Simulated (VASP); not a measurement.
# Si (a cell with a defect) in VASP: relaxation of the atoms with PBE

Aim: the relaxation of the atoms of Si (a cell with a defect) with PBE.

Program: VASP 6.6.1. These are calculated values, not measurements. Logs are shortened: lines on timing, memory, paths and dates and some standing lists are left out, and cuts for length are marked.

## (1) The cell of the first run

The cell holds a defect, 31 atoms: a = 9.474 Å, b = 9.474 Å, c = 9.474 Å, α = 109.47°, β = 109.47°, γ = 109.47°.

## (2) Relaxation of the atoms, PBE (atoms taken out)

Contents of INCAR:

```
PREC = Accurate
ENCUT = 520
EDIFF = 1E-6
ISMEAR = 0
SIGMA = 0.02
LREAL = Auto
LASPH = T
NELM = 60
ALGO = Normal
ISIF = 2
LWAVE = F
LCHARG = F
GGA = PE
IBRION = 2
NSW = 80
EDIFFG = -0.02
NELECT = 122.0
KPAR = 2
```

Contents of KPOINTS:

```
Automatic mesh
0
Gamma
  2 2 2
  0.5 0.5 0.5
```

Contents of POSCAR:

```
Si
1.0
    5.4700937555     -5.4700937555      5.4700937555
   -5.4700937555     -5.4700937555     -5.4700937555
    5.4700937555      5.4700937555     -5.4700937555
Si
31
Direct
    0.5000000000      0.0000000000      0.7500000000
    0.7500000000      0.0000000000      0.5000000000
    0.7500000000      0.7500000000      0.7500000000
    0.0000000000      0.0000000000      0.2500000000
    0.0000000000      0.7500000000      0.5000000000
    0.0000000000      0.5000000000      0.7500000000
    0.2500000000      0.0000000000      0.0000000000
    0.2500000000      0.7500000000      0.2500000000
    0.2500000000      0.5000000000      0.5000000000
    0.2500000000      0.2500000000      0.7500000000
    0.5000000000      0.7500000000      0.0000000000
    0.5000000000      0.5000000000      0.2500000000
    0.5000000000      0.2500000000      0.5000000000
    0.7500000000      0.5000000000      0.0000000000
    0.7500000000      0.2500000000      0.2500000000
    0.0000000000      0.2500000000      0.0000000000
    0.7500000000      0.2500000000      0.5000000000
    0.7500000000      0.0000000000      0.7500000000
    0.0000000000      0.2500000000      0.2500000000
    0.0000000000      0.0000000000      0.5000000000
    0.0000000000      0.7500000000      0.7500000000
    0.2500000000      0.2500000000      0.0000000000
    0.2500000000      0.0000000000      0.2500000000
    0.2500000000      0.7500000000      0.5000000000
    0.2500000000      0.5000000000      0.7500000000
    0.5000000000      0.0000000000      0.0000000000
    0.5000000000      0.7500000000      0.2500000000
    0.5000000000      0.5000000000      0.5000000000
    0.7500000000      0.7500000000      0.0000000000
    0.7500000000      0.5000000000      0.2500000000
    0.0000000000      0.5000000000      0.0000000000
```

Potentials or basis: VASP PAW PBE potentials, release 64 (Si).

Command:

```bash
cat potpaw_PBE.64/Si/POTCAR > POTCAR
mpirun -np 2 vasp_std > vasp.out
```

OUTCAR:

```text
PREC = Accurate
   ENCUT = 520
   EDIFF = 1E-6
   ISMEAR = 0
   LREAL = Auto
   LASPH = T
   NELM = 60
   ISIF = 2
   GGA = PE
   IBRION = 2
   NSW = 80
   EDIFFG = -0.02
   NELECT = 122.0

 ion  position               nearest neighbor table
   1  0.500  0.000  0.750-  18 2.37  24 2.37  26 2.37
   2  0.750  0.000  0.500-  17 2.37  18 2.37  20 2.37  27 2.37
   3  0.750  0.750  0.750-  18 2.37  21 2.37  28 2.37  29 2.37
   4  0.000  0.000  0.250-  19 2.37  20 2.37  23 2.37  29 2.37
   5  0.000  0.750  0.500-  20 2.37  21 2.37  24 2.37  30 2.37
   6  0.000  0.500  0.750-  17 2.37  21 2.37  25 2.37  31 2.37
   7  0.250  0.000  0.000-  21 2.37  22 2.37  23 2.37  26 2.37
   8  0.250  0.750  0.250-  23 2.37  24 2.37  27 2.37  31 2.37
   9  0.250  0.500  0.500-  19 2.37  24 2.37  25 2.37  28 2.37
  10  0.250  0.250  0.750-  20 2.37  22 2.37  25 2.37
  11  0.500  0.750  0.000-  25 2.37  26 2.37  27 2.37  29 2.37
  12  0.500  0.500  0.250-  22 2.37  27 2.37  28 2.37  30 2.37
  13  0.500  0.250  0.500-  17 2.37  23 2.37  28 2.37
  14  0.750  0.500  0.000-  29 2.37  30 2.37  31 2.37
  15  0.750  0.250  0.250-  17 2.37  19 2.37  26 2.37  30 2.37
  16  0.000  0.250  0.000-  18 2.37  19 2.37  22 2.37  31 2.37
  17  0.750  0.250  0.500-   2 2.37   6 2.37  13 2.37  15 2.37
  18  0.750  0.000  0.750-   1 2.37   2 2.37   3 2.37  16 2.37
  19  0.000  0.250  0.250-   4 2.37   9 2.37  15 2.37  16 2.37
  20  0.000  0.000  0.500-   2 2.37   4 2.37   5 2.37  10 2.37
[... 9 lines left out ...]
  30  0.750  0.500  0.250-   5 2.37  12 2.37  14 2.37  15 2.37
  31  0.000  0.500  0.000-   6 2.37   8 2.37  14 2.37  16 2.37

  LATTYP: Found a body centered cubic cell.
 ALAT       =    10.9401875110

  Lattice vectors:

 A1 = (   5.4700937555,  -5.4700937555,   5.4700937555)
 A2 = (  -5.4700937555,  -5.4700937555,  -5.4700937555)
 A3 = (   5.4700937555,   5.4700937555,  -5.4700937555)

Analysis of symmetry for initial positions (statically):
=====================================================================
 Subroutine PRICEL returns:
 Original cell was already a primitive cell.

 Routine SETGRP: Setting up the symmetry group for a
 body centered cubic supercell.

 Subroutine GETGRP returns: Found 24 space group operations
 (whereof  4 operations were pure point group operations)
 out of a pool of 48 trial point group operations.

The static configuration has the point symmetry S_4 .
 The point group associated with its full space group is T_d .

Analysis of symmetry for dynamics (positions and initial velocities):
=====================================================================
 Subroutine PRICEL returns:
 Original cell was already a primitive cell.

 Routine SETGRP: Setting up the symmetry group for a
 body centered cubic supercell.

 Subroutine GETGRP returns: Found 24 space group operations
 (whereof  4 operations were pure point group operations)
 out of a pool of 48 trial point group operations.

The dynamic configuration has the point symmetry S_4 .
 The point group associated with its full space group is T_d .

 Subroutine INISYM returns: Found 24 space group operations
 (whereof  4 operations are pure point group operations),
 and found     1 'primitive' translations

----------------------------------------------------------------------------------------

                                     Primitive cell

  volume of cell :     654.7030

  direct lattice vectors                    reciprocal lattice vectors
     5.470093755 -5.470093755  5.470093755     0.091406112 -0.091406112  0.000000000
    -5.470093755 -5.470093755 -5.470093755     0.000000000 -0.091406112 -0.091406112
     5.470093755  5.470093755 -5.470093755     0.091406112  0.000000000 -0.091406112

  length of vectors
     9.474480307  9.474480307  9.474480307     0.129267763  0.129267763  0.129267763

  position of ions in fractional coordinates (direct lattice)
     0.500000000  0.000000000  0.750000000
     0.750000000  0.000000000  0.500000000
     0.750000000  0.750000000  0.750000000
     0.000000000  0.000000000  0.250000000
     0.000000000  0.750000000  0.500000000
     0.000000000  0.500000000  0.750000000
[... 23 lines left out ...]
     0.750000000  0.500000000  0.250000000
     0.000000000  0.500000000  0.000000000

  ion indices of the primitive-cell ions
   primitive index   ion index
[... 55 lines left out ...]

 Found      2 irreducible k-points:

 Following reciprocal coordinates:
            Coordinates               Weight
  0.250000  0.250000  0.250000      2.000000
 -0.250000  0.250000  0.250000      6.000000
   k-points           NKPTS =      2   k-points in BZ     NKDIM =      2   number of bands    NBANDS=     77
   number of dos      NEDOS =    301   number of ions     NIONS =     31
   total plane-waves  NPLWV = 343000
   dimension x,y,z NGX =    70 NGY =   70 NGZ =   70
   dimension x,y,z NGXF=   140 NGYF=  140 NGZF=  140
   ions per type =              31
   NGX,Y,Z   is equivalent  to a cutoff of  12.28, 12.28, 12.28 a.u.
   NGXF,Y,Z  is equivalent  to a cutoff of  24.57, 24.57, 24.57 a.u.
 SYSTEM =  unknown system
   PREC   = accura    normal or accurate (medium, high low for compatibility)
   ISTART =      0    job   : 0-new  1-cont  2-samecut
   ICHARG =      2    charge: 1-file 2-atom 10-const
   ISPIN  =      1    spin polarized calculation?
   LNONCOLLINEAR =      F non collinear calculations
   LSORBIT =      F    spin-orbit coupling
   LASPH  =      T    aspherical Exc in radial PAW
   ENCUT  =  520.0 eV  38.22 Ry    6.18 a.u.  17.62 17.62 17.62*2*pi/ulx,y,z
   NELM   =     60;   NELMIN=  2; NELMDL= -5     # of ELM steps
   EDIFF  = 0.1E-05   stopping-criterion for ELM
   LREAL  =      T    real-space projection
   EDIFFG = -.2E-01   stopping-criterion for IOM
   NSW    =     80    number of steps for IOM
   IBRION =      2    ionic relax: 0-MD 1-quasi-New 2-CG
   NFREE  =      1    steps in history (QN), initial steepest desc. (CG)
   ISIF   =      2    stress and relaxation
   ISYM   =      2    0-nonsym 1-usesym 2-fastsym
   POTIM  = 0.5000    time-step for ionic-motion
   TEBEG  =    0.0;   TEEND  =   0.0 temperature during run
   PSTRESS=    0.0 pullay stress
   NELECT =     122.0000    total number of electrons
   NUPDOWN=      -1.0000    fix difference up-down
   EMIN   =  10.00;   EMAX   =-10.00  energy-range for DOS
   EFERMI =   0.00;   METHOD = LEGACY
   ISMEAR =     0;   SIGMA  =   0.02  broadening in eV -4-tet -1-fermi 0-gaus
   EFERMI_NEDOS =   21; number of points for ismear=-14 and -15
   IALGO  =     38    algorithm
   IMIX   =      4    mixing-type and parameters
     AMIX     =   0.40;   BMIX     =  1.00
     AMIX_MAG =   1.60;   BMIX_MAG =  1.00
  volume/ion in A,a.u.               =      21.12       142.52
  Fermi-wavevector in a.u.,A,eV,Ry     =   0.935075  1.767036 11.896474  0.874366
  Thomas-Fermi vector in A             =   2.061946
   LORBIT       =      0    0 simple, 1 ext, 2 COOP (PROOUT), +10 PAW based schemes
   GGA     = PE    functional components
   LHFCALC =     F    Hartree Fock is set to
   AEXX    =    0.0000 exact exchange contribution
   IVDW    =     0    specifies the selected vdW correction
   LEPSILON=     F    determine dielectric tensor
   LRPA    =     F    only Hartree local field effects (RPA)
 conjugate gradient relaxation of ions
 non-spin polarized calculation
 Gauss-broadening in eV      SIGMA  =   0.02
  energy-cutoff  :      520.00
  volume of cell :      654.70
 maximum number of plane-waves:     17628
 NGX is ok and might be reduce to    70
   NGX = 35   NGY = 35   NGZ = 35

--------------------------------------- Ionic step        1  -------------------------------------------

 number of electron     122.0000009 magnetization

 Free energy of the ion-electron system (eV)
  ---------------------------------------------------
  ext. energy  EPLUGINS =         0.00000000
  ---------------------------------------------------
  free energy    TOTEN  =      -174.82248055 eV

  energy without entropy =     -174.82248055  energy(sigma->0) =     -174.82248055

------------------------ aborting loop because EDIFF is reached ----------------------------------------

  FORCE on cell =-STRESS in cart. coord.  units (eV):
  Direction    XX          YY          ZZ          XY          YZ          ZX
  --------------------------------------------------------------------------------------
  -------------------------------------------------------------------------------------
  Total      -22.2430338    -22.2430338    -22.2430338      0.0000000     -0.0000000      0.0000000
  in kB      -54.4327535    -54.4327535    -54.4327535      0.0000000     -0.0000000      0.0000000
  external PRESSURE =     -54.4327535 kB  Pullay stress =       0.0000000 kB
[... 176 lines left out ...]
  FREE ENERGIE OF THE ION-ELECTRON SYSTEM (eV)
  ---------------------------------------------------
  free  energy   TOTEN  =      -174.9224180876 eV

  energy  without entropy=     -174.9224180876  energy(sigma->0) =     -174.92241809

[... ionic steps 4 to 9 ...]

--------------------------------------- Ionic step       10  -------------------------------------------

 number of electron     122.0000002 magnetization

------------------------ aborting loop because EDIFF is reached ----------------------------------------
[... 125 lines left out ...]
--------------------------------------- Ionic step       12  -------------------------------------------

 number of electron     122.0000003 magnetization

 Free energy of the ion-electron system (eV)
  ---------------------------------------------------
  ext. energy  EPLUGINS =         0.00000000
  ---------------------------------------------------
  free energy    TOTEN  =      -174.97785093 eV

  energy without entropy =     -174.97785093  energy(sigma->0) =     -174.97785093

 E-fermi :   4.6858     XC(G=0):  -9.1359

 val. band max:        4.5522580664   @ k =   0.2500   0.2500   0.2500
 cond. band min:       5.2895569165   @ k =  -0.2500   0.2500   0.2500
 fundamental gap:      0.7372988501
 Fermi energy:         4.6858104013

 k-point     1 :       0.2500    0.2500    0.2500
  band No.  band energies     occupation
      1      -5.7101      2.00000
      2      -5.7101      2.00000
      3      -5.7101      2.00000
      4      -5.4402      2.00000
      5      -3.8442      2.00000
      6      -3.8442      2.00000
[... 65 lines left out ...]
     72       7.1251      0.00000
     73       7.1251      0.00000

 k-point     2 :      -0.2500    0.2500    0.2500
  band No.  band energies     occupation
      1      -6.1623      2.00000
      2      -5.2119      2.00000
      3      -5.2119      2.00000
      4      -5.1690      2.00000
      5      -4.9409      2.00000
      6      -4.4081      2.00000
[... 65 lines left out ...]
     72       7.6288      0.00000
     73       7.6288      0.00000
 [bands above 73 left out]

------------------------ aborting loop because EDIFF is reached ----------------------------------------

  FORCE on cell =-STRESS in cart. coord.  units (eV):
  Direction    XX          YY          ZZ          XY          YZ          ZX
  --------------------------------------------------------------------------------------
  -------------------------------------------------------------------------------------
  Total      -19.9144331    -19.9144331    -19.9144331      0.0000000     -0.0000000      0.0000000
  in kB      -48.7342434    -48.7342434    -48.7342434      0.0000000     -0.0000000      0.0000000
  external PRESSURE =     -48.7342434 kB  Pullay stress =       0.0000000 kB
[... 46 lines left out ...]
  FREE ENERGIE OF THE ION-ELECTRON SYSTEM (eV)
  ---------------------------------------------------
  free  energy   TOTEN  =      -174.9778509279 eV

  energy  without entropy=     -174.9778509279  energy(sigma->0) =     -174.97785093

 reached required accuracy - stopping structural energy minimisation
```

It took 9.7 min on 2 MPI ranks of AMD EPYC 7R43 (Zen 3), shared host; peak memory 0.72 GiB.

What came out:

```
Free energy                  : -174.9779 eV
Energy gained by relaxing    : 5.0 meV/atom
Ionic steps                  : 12
Largest force after relaxing : 0.019 eV/Å
```

Forces in eV/Å, atoms in the order of the input:
```
Si   0.004  0.004  0.004
Si   0.003 -0.003  0.018
Si  -0.003 -0.018 -0.003
Si  -0.018  0.003  0.003
Si  -0.003  0.018  0.003
Si   0.003 -0.018  0.003
Si   0.003  0.018 -0.003
Si  -0.003  0.003  0.018
Si  -0.018 -0.003 -0.003
Si  -0.004  0.004 -0.004
Si  -0.003 -0.003 -0.018
Si   0.003  0.003 -0.018
Si  -0.004 -0.004  0.004
Si   0.004 -0.004 -0.004
Si   0.018  0.003 -0.003
Si   0.018 -0.003  0.003
Si  -0.019  0.000  0.000
Si   0.000  0.019  0.000
Si   0.000  0.000  0.000
Si   0.000  0.000 -0.019
Si   0.000  0.000  0.000
Si  -0.019  0.000  0.000
Si   0.000 -0.019  0.000
Si   0.019  0.000  0.000
Si   0.000  0.019  0.000
Si   0.000  0.000  0.019
Si   0.000  0.000  0.000
Si   0.000  0.000  0.019
Si   0.019  0.000  0.000
Si   0.000 -0.019  0.000
Si   0.000  0.000 -0.019
```

The path:
```
step  energy change (eV)  largest force (eV/Å)  pressure (GPa)
   1              0.0000                0.4724           -5.44
   2             -0.0999                0.1997           -5.33
   3             -0.0999                0.1991           -5.33
   4             -0.1153                0.1588           -5.28
   5             -0.1374                0.0858           -5.15
   6             -0.1381                0.1002           -5.12
   7             -0.1489                0.0416           -5.06
   8             -0.1503                0.0467           -5.04
   9             -0.1521                0.0420           -5.00
  10             -0.1533                0.0429           -4.96
  11             -0.1544                0.0269           -4.93
  12             -0.1554                0.0194           -4.87
```

Final structure:
```xyz
31
Lattice="5.4701 -5.4701 5.4701 -5.4701 -5.4701 -5.4701 5.4701 5.4701 -5.4701" Properties=species:S:1:pos:R:3 pbc="T T T"
Si    1.4310   -4.0391   -6.7741
Si    1.3711   -6.8412   -4.0976
Si    4.0990   -4.1076   -4.1061
Si    1.3625   -9.5691   -1.3640
Si    4.0990   -6.8326   -1.3640
Si    1.3711    1.3625   -6.8341
Si   -4.0990   -6.8326   -4.1061
Si   -1.3711   -4.0990   -4.0976
Si    1.3625   -1.3711   -4.1061
Si    4.0391    1.4310   -4.1660
Si   -1.3711   -6.8412   -1.3725
Si    1.3711   -4.0990   -1.3725
Si    4.0391   -1.4310   -1.3041
Si    1.4310   -6.9011    1.3041
Si    4.1076   -4.0990    1.3640
Si   -1.3625   -1.3711   -1.3640
Si    5.5097   -2.7322   -0.0028
Si    8.2023   -0.0396   -0.0028
Si    5.4701   -5.4701    2.7350
Si   -2.7322   -2.7379   -8.1656
Si    5.4701   -5.4701   -2.7350
Si    0.0396   -2.7379    0.0028
Si   -2.7322   -5.4305   -5.4729
Si   -0.0396   -2.7379   -5.4729
Si    2.7379   -0.0396   -5.4673
Si    2.7322   -2.7379    2.6955
Si    0.0000   -5.4701   -2.7350
Si    2.7379   -2.7322   -2.7746
Si    5.4305   -2.7322   -5.4673
Si    2.7322   -5.4305    0.0028
Si    8.2023   -2.7322   -2.6955
```

Levels at points of the mesh, in eV from the Fermi level:
```tsv
k point	band 59	band 60	band 61	band 62	band 63	band 64
(0.25, 0.25, 0.25)	-0.13	-0.13	-0.13	1.13	1.13	1.13
```

Caveat: the cell carries a net charge on a neutralising background, which shifts energy and pressure; the cell differs from its parent crystal (atoms taken out); the cell is charged against a uniform background, so pressure and absolute levels hang on convention.
